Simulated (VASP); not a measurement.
Here is a VASP 6.6.1 calculation.

Contents of INCAR:

```
PREC = Accurate
ENCUT = 600
EDIFF = 1E-6
ISMEAR = 0
SIGMA = 0.1
LREAL = False
LASPH = True
NELM = 60
ALGO = Fast
ISIF = 3
LWAVE = False
LCHARG = False
GGA = PE
IBRION = 2
NSW = 90
EDIFFG = -0.04
```

Contents of KPOINTS:

```
Automatic mesh
0
Gamma
  6 6 6
```

POSCAR

```
NaNb2
1.0
    0.0000000000      2.9498022278      2.9498022278
    2.9498022278      0.0000000000      2.9498022278
    2.9498022278      2.9498022278      0.0000000000
Na Nb
1 2
Direct
    0.0000000000      0.0000000000      0.0000000000
    0.2500000000      0.2500000000      0.2500000000
    0.7500000000      0.7500000000      0.7500000000
```

Potentials or basis: VASP PAW PBE potentials, release 64 (Na_pv, Nb_sv).

The run is started by

```sh
$ cat potpaw_PBE.64/Na_pv/POTCAR potpaw_PBE.64/Nb_sv/POTCAR > POTCAR
$ mpirun -np 1 vasp_std > vasp.out
```

Q: Predict the space group after relaxing (to 0.05 Å).

A: Fm-3m (No. 225).

Q: Estimate the relaxed volume.

A: 21.19 Å³/atom.

Q: What does it give for the relaxed cell?

A: a = 4.480 Å, b = 4.480 Å, c = 4.480 Å, α = 60.00°, β = 60.00°, γ = 60.00°.

Final structure:
```
Na Nb
1.0
     0.00000    3.16749    3.16749
     3.16749    0.00000    3.16749
     3.16749    3.16749    0.00000
Na Nb
1 2
Direct
  0.00000 0.00000 0.00000
  0.25000 0.25000 0.25000
  0.75000 0.75000 0.75000
```

Caveat: the volume moved by over 15 % at a fixed basis, so the end points are rough.
